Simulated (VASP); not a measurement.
# MoS2 (rutile type) (P4_2/mnm) in VASP: further runs

MoS2 (rutile type) is run at these levels: PBE; tasks: electric field gradients.

All numbers are computed with VASP 6.6.1; they aren't measurements. Logs are shortened: lines on timing, memory, paths and dates and some standing lists are left out, and cuts for length are marked.

## 1. The cell of the first run

The structure is tetragonal, space group P4_2/mnm (No. 136). The conventional cell has a = 5.989 Å, b = 5.989 Å, c = 3.296 Å, α = 90.00°, β = 90.00°, γ = 90.00°. Mo (site symmetry mmm) has 6 S at 2.43 to 2.44 Å and 2 Mo at 3.30 Å within 3.3 Å. Within 3.3 Å of S (site symmetry m2m) lie 3 Mo at 2.43 to 2.44 Å and 2 S at 3.30 Å.

## 2. Electric field gradients, PBE (19.70 Å³/atom)

Input file INCAR:

```
SYSTEM = MoS2
ALGO = Normal
EDIFF = 1E-8
ENCUT = 520
GGA = PE
ISIF = 2
ISMEAR = -1
LASPH = .TRUE.
LCHARG = .FALSE.
LEFG = .TRUE.
LREAL = .FALSE.
LWAVE = .FALSE.
NBANDS = 35
NELM = 80
PREC = Accurate
SIGMA = 0.03
```

Input file KPOINTS:

```
k-points
0
G
  6 6 10
  0 0 0
```

Input file POSCAR:

```
MoS2
1.0
    5.9894262290      0.0000000000      0.0000000000
    0.0000000000      5.9894262290      0.0000000000
    0.0000000000      0.0000000000      3.2955483600
Mo S
2 4
Direct
    0.0000000000      0.0000000000      0.0000000000
    0.5000000000      0.5000000000      0.5000000000
    0.2870085415      0.2870085415      0.0000000000
    0.7129914585      0.7129914585      0.0000000000
    0.7870085415      0.2129914585      0.5000000000
    0.2129914585      0.7870085415      0.5000000000
```

Potentials or basis: VASP PAW PBE potentials, release 64 (Mo_sv, S).

Run with:

```
$ cat potpaw_PBE.64/Mo_sv/POTCAR potpaw_PBE.64/S/POTCAR > POTCAR
$ mpirun -np 1 vasp_std > vasp.out
```

OUTCAR:

```text
SYSTEM = MoS2
   EDIFF = 1E-8
   ENCUT = 520
   GGA = PE
   ISIF = 2
   ISMEAR = -1
   LASPH = .TRUE.
   LREAL = .FALSE.
   NELM = 80
   PREC = Accurate

 ion  position               nearest neighbor table
   1  0.000  0.000  0.000-   3 2.43   4 2.43   5 2.44   6 2.44   5 2.44   6 2.44
   2  0.500  0.500  0.500-   5 2.43   6 2.43   3 2.44   4 2.44   3 2.44   4 2.44
   3  0.287  0.287  0.000-   1 2.43   2 2.44   2 2.44
   4  0.713  0.713  0.000-   1 2.43   2 2.44   2 2.44
   5  0.787  0.213  0.500-   2 2.43   1 2.44   1 2.44
   6  0.213  0.787  0.500-   2 2.43   1 2.44   1 2.44

  LATTYP: Found a simple tetragonal cell.
 ALAT       =     5.9894262290
 C/A-ratio  =     0.5502277237

  Lattice vectors:

 A1 = (   5.9894262290,   0.0000000000,   0.0000000000)
 A2 = (   0.0000000000,   5.9894262290,   0.0000000000)
 A3 = (   0.0000000000,   0.0000000000,   3.2955483600)

Analysis of symmetry for initial positions (statically):
=====================================================================
 Subroutine PRICEL returns:
 Original cell was already a primitive cell.

 Routine SETGRP: Setting up the symmetry group for a
 simple tetragonal supercell.

 Subroutine GETGRP returns: Found 16 space group operations
 (whereof  8 operations were pure point group operations)
 out of a pool of 16 trial point group operations.

The static configuration has the point symmetry D_2h.
 The point group associated with its full space group is D_4h.

Analysis of symmetry for dynamics (positions and initial velocities):
=====================================================================
 Subroutine PRICEL returns:
 Original cell was already a primitive cell.

 Routine SETGRP: Setting up the symmetry group for a
 simple tetragonal supercell.

 Subroutine GETGRP returns: Found 16 space group operations
 (whereof  8 operations were pure point group operations)
 out of a pool of 16 trial point group operations.

The dynamic configuration has the point symmetry D_2h.
 The point group associated with its full space group is D_4h.

 Subroutine INISYM returns: Found 16 space group operations
 (whereof  8 operations are pure point group operations),
 and found     1 'primitive' translations

----------------------------------------------------------------------------------------

                                     Primitive cell

  volume of cell :     118.2220

  direct lattice vectors                    reciprocal lattice vectors
     5.989426229  0.000000000  0.000000000     0.166960901  0.000000000  0.000000000
     0.000000000  5.989426229  0.000000000     0.000000000  0.166960901  0.000000000
     0.000000000  0.000000000  3.295548360     0.000000000  0.000000000  0.303439638

  length of vectors
     5.989426229  5.989426229  3.295548360     0.166960901  0.166960901  0.303439638

  position of ions in fractional coordinates (direct lattice)
     0.000000000  0.000000000  0.000000000
     0.500000000  0.500000000  0.500000000
     0.287008542  0.287008542  0.000000000
     0.712991458  0.712991458  0.000000000
     0.787008542  0.212991458  0.500000000
     0.212991458  0.787008542  0.500000000

  ion indices of the primitive-cell ions
   primitive index   ion index
                 1           1
                 2           2
                 3           3
                 4           4
                 5           5
                 6           6

----------------------------------------------------------------------------------------

 KPOINTS: k-points

Automatic generation of k-mesh.
 Grid dimensions read from file:
 generate k-points for:    6    6   10

 Generating k-lattice:

  Cartesian coordinates                     Fractional coordinates (reciprocal lattice)
[... 54 lines left out ...]
   ISPIN  =      1    spin polarized calculation?
   LNONCOLLINEAR =      F non collinear calculations
   LSORBIT =      F    spin-orbit coupling
   LASPH  =      T    aspherical Exc in radial PAW
   ENCUT  =  520.0 eV  38.22 Ry    6.18 a.u.  11.14 11.14  6.13*2*pi/ulx,y,z
   NELM   =     80;   NELMIN=  2; NELMDL= -5     # of ELM steps
   EDIFF  = 0.1E-07   stopping-criterion for ELM
   LREAL  =      F    real-space projection
   EDIFFG = 0.1E-06   stopping-criterion for IOM
   NSW    =      0    number of steps for IOM
   IBRION =     -1    ionic relax: 0-MD 1-quasi-New 2-CG
   NFREE  =      0    steps in history (QN), initial steepest desc. (CG)
   ISIF   =      2    stress and relaxation
   ISYM   =      2    0-nonsym 1-usesym 2-fastsym
   POTIM  = 0.5000    time-step for ionic-motion
   TEBEG  =    0.0;   TEEND  =   0.0 temperature during run
   PSTRESS=    0.0 pullay stress
   NELECT =      52.0000    total number of electrons
   NUPDOWN=      -1.0000    fix difference up-down
   EMIN   =  10.00;   EMAX   =-10.00  energy-range for DOS
   EFERMI =   0.00;   METHOD = LEGACY
   ISMEAR =    -1;   SIGMA  =   0.03  broadening in eV -4-tet -1-fermi 0-gaus
   EFERMI_NEDOS =   21; number of points for ismear=-14 and -15
   IALGO  =     38    algorithm
   IMIX   =      4    mixing-type and parameters
     AMIX     =   0.40;   BMIX     =  1.00
     AMIX_MAG =   1.60;   BMIX_MAG =  1.00
  volume/ion in A,a.u.               =      19.70       132.97
  Fermi-wavevector in a.u.,A,eV,Ry     =   1.245021  2.352748 21.090071  1.550077
  Thomas-Fermi vector in A             =   2.379262
   LORBIT       =      0    0 simple, 1 ext, 2 COOP (PROOUT), +10 PAW based schemes
   GGA     = PE    functional components
   LHFCALC =     F    Hartree Fock is set to
   AEXX    =    0.0000 exact exchange contribution
   IVDW    =     0    specifies the selected vdW correction
   LEPSILON=     F    determine dielectric tensor
   LRPA    =     F    only Hartree local field effects (RPA)
 non-spin polarized calculation
  energy-cutoff  :      520.00
  volume of cell :      118.22
 maximum number of plane-waves:      3224
 NGX is ok and might be reduce to    48
   NGX = 23   NGY = 23   NGZ = 13

 number of electron      52.0000003 magnetization

 Free energy of the ion-electron system (eV)
  ---------------------------------------------------
  ext. energy  EPLUGINS =         0.00000000
  ---------------------------------------------------
  free energy    TOTEN  =       -41.07452811 eV

  energy without entropy =      -41.05904021  energy(sigma->0) =      -41.06678416

 E-fermi :   6.1728     XC(G=0): -10.3573

 val. band max:        6.1658644859   @ k =   0.1667   0.1667   0.1000
 cond. band min:       6.1847031328   @ k =   0.3333   0.1667   0.1000
 fundamental gap:      0.0188386469
 Fermi energy:         6.1727565540

 k-point     1 :       0.0000    0.0000    0.0000
  band No.  band energies     occupation
      1     -55.3887      2.00000
      2     -55.3882      2.00000
      3     -29.4869      2.00000
      4     -29.4869      2.00000
      5     -29.4533      2.00000
      6     -29.4533      2.00000
[... 901 lines left out ...]
     34      10.2444      0.00000
     35      13.5834      0.00000

 [... further k-points ...]

------------------------ aborting loop because EDIFF is reached ----------------------------------------

  FORCE on cell =-STRESS in cart. coord.  units (eV):
  Direction    XX          YY          ZZ          XY          YZ          ZX
  --------------------------------------------------------------------------------------
  -------------------------------------------------------------------------------------
  Total       -5.1979743     -5.1979743     -4.9627743      0.0000000      0.0000000      0.0000000
  in kB      -70.4444180    -70.4444180    -67.2569210      0.0000000      0.0000000      0.0000000
  external PRESSURE =     -69.3819190 kB  Pullay stress =       0.0000000 kB

 VOLUME and BASIS-vectors are now :
 -----------------------------------------------------------------------------
  energy-cutoff  :      520.00
  volume of cell :      118.22
      direct lattice vectors                 reciprocal lattice vectors
     5.989426229  0.000000000  0.000000000     0.166960901  0.000000000  0.000000000
     0.000000000  5.989426229  0.000000000     0.000000000  0.166960901  0.000000000
     0.000000000  0.000000000  3.295548360     0.000000000  0.000000000  0.303439638

 POSITION                                       TOTAL-FORCE (eV/Angst)
 -----------------------------------------------------------------------------------
      0.00000      0.00000      0.00000        -0.000000      0.000000     -0.000000
      2.99471      2.99471      1.64777        -0.000000      0.000000     -0.000000
      1.71902      1.71902      0.00000         0.174687      0.174687      0.000000
      4.27041      4.27041      0.00000        -0.174687     -0.174687     -0.000000
      4.71373      1.27570      1.64777         0.174687     -0.174687     -0.000000
      1.27570      4.71373      1.64777        -0.174687      0.174687     -0.000000
 -----------------------------------------------------------------------------------
    total drift:                               -0.000000     -0.000000     -0.000000

  FREE ENERGIE OF THE ION-ELECTRON SYSTEM (eV)
  ---------------------------------------------------
  free  energy   TOTEN  =       -41.0745281096 eV

  energy  without entropy=      -41.0590402146  energy(sigma->0) =      -41.06678416

 Electric field gradients (V/A^2)
---------------------------------------------------------------------
 ion       V_xx      V_yy      V_zz      V_xy      V_xz      V_yz
---------------------------------------------------------------------
   1     -22.576   -22.576    45.152    33.437    -0.000    -0.000
   2     -22.576   -22.576    45.152   -33.437    -0.000     0.000
   3      -3.143    -3.143     6.286    19.970     0.000    -0.000
   4      -3.143    -3.143     6.286    19.970    -0.000     0.000
   5      -3.143    -3.143     6.286   -19.970     0.000     0.000
   6      -3.143    -3.143     6.286   -19.970     0.000     0.000
---------------------------------------------------------------------

 Electric field gradients after diagonalization (V/A^2)
 (convention: |V_zz| > |V_xx| > |V_yy|)
----------------------------------------------------------------------
 ion       V_xx      V_yy      V_zz     asymmetry (V_yy - V_xx)/ V_zz
----------------------------------------------------------------------
   1      45.152    10.861   -56.013       0.612
   2      45.152    10.861   -56.013       0.612
   3      16.827     6.286   -23.113       0.456
   4      16.827     6.286   -23.113       0.456
   5      16.827     6.286   -23.113       0.456
   6      16.827     6.286   -23.113       0.456
----------------------------------------------------------------------

           NMR quadrupolar parameters

 Cq : quadrupolar parameter    Cq=e*Q*V_zz/h
 eta: asymmetry parameters     (V_yy - V_xx)/ V_zz
 Q  : nuclear electric quadrupole moment in mb (millibarn)
----------------------------------------------------------------------
 ion       Cq(MHz)       eta       Q (mb)
----------------------------------------------------------------------
   1      -0.135       0.612       1.000
   2      -0.135       0.612       1.000
   3      -0.056       0.456       1.000
   4      -0.056       0.456       1.000
   5      -0.056       0.456       1.000
   6      -0.056       0.456       1.000
----------------------------------------------------------------------
```

Wall time 2.8 min (1 thread of Intel Xeon Platinum 8375C at 2.90GHz (Ice Lake), shared host); peak memory 0.36 GiB.

Results:

```yaml
Free_energy: -41.0745 eV
Pressure: -6.9 GPa
Largest_force: 0.247 eV/Å
Band_gap_on_the_k_mesh: zero (bands 26 and 27 overlap by 0.90 eV)
Largest_electric_field_gradient_by_atom: Mo -56.0; S -23.1 V/Å²
```

Forces on the atoms (eV/Å):
```
Mo   0.000  0.000  0.000
Mo   0.000  0.000  0.000
S    0.175  0.175  0.000
S   -0.175 -0.175  0.000
S    0.175 -0.175  0.000
S   -0.175  0.175  0.000
```

Stress tensor (GPa, compression positive):
```
-7.04  0.00  0.00
 0.00 -7.04  0.00
 0.00  0.00 -6.73
```

Electric field gradients, principal values (V/Å²):
| atom | least | middle | greatest (by size) |
| --- | --- | --- | --- |
| 1 Mo | 10.861 | 45.152 | -56.013 |
| 2 Mo | 10.861 | 45.152 | -56.013 |
| 3 S | 6.286 | 16.827 | -23.113 |
| 4 S | 6.286 | 16.827 | -23.113 |
| 5 S | 6.286 | 16.827 | -23.113 |
| 6 S | 6.286 | 16.827 | -23.113 |

Caveat: the cell stands under tension; without QUAD_EFG the Cq values of the log hold for a quadrupole moment of 1 mb, not for the nuclei.

[end of part 1 of 2]
